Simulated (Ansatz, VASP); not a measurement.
# Co in VASP and in Ansatz

```xyz
1
Lattice="-1.4010 1.4010 1.4010 1.4010 -1.4010 1.4010 1.4010 1.4010 -1.4010" Properties=species:S:1:pos:R:3 pbc="T T T"
Co    0.0000    0.0000    0.0000
```

Alike in both runs: task single point; functional PBEsol; k mesh 18 × 18 × 18; occupations fermi-dirac, width 0.05 eV; collinear spin.

```csv
,VASP,Ansatz
version,VASP 6.6.1,Ansatz 0.2.0
potentials or method,"VASP PAW PBE potentials, release 64 (Co), cutoff 520 eV","plane waves (420 eV) with PAW, scalar-relativistic"
valence electrons in the cell,9,17
```

VASP gave:

| Property | Result |
| --- | --- |
| pressure (GPa) | -9.2 |
| net moment per atom (μB) | 1.71 |
| size of the moment on the site where the two differ most (μB) | 1.73 |

Problem. What did Ansatz give for the same quantities?

Solution. Pressure (GPa): -8.4; net moment per atom (μB): 1.73; size of the moment on the site where the two differ most (μB): 1.79.

VASP's potentials were made for PBE, not for PBEsol, and Ansatz warns of the same on its side. Site moments also hang on the region over which each program counts them. With one functional, cell and mesh, what is left measures potentials, basis and numerics. VASP's potentials hold 9 valence electrons a cell and Ansatz's 17, so a difference there can come from the potentials and not from the codes.
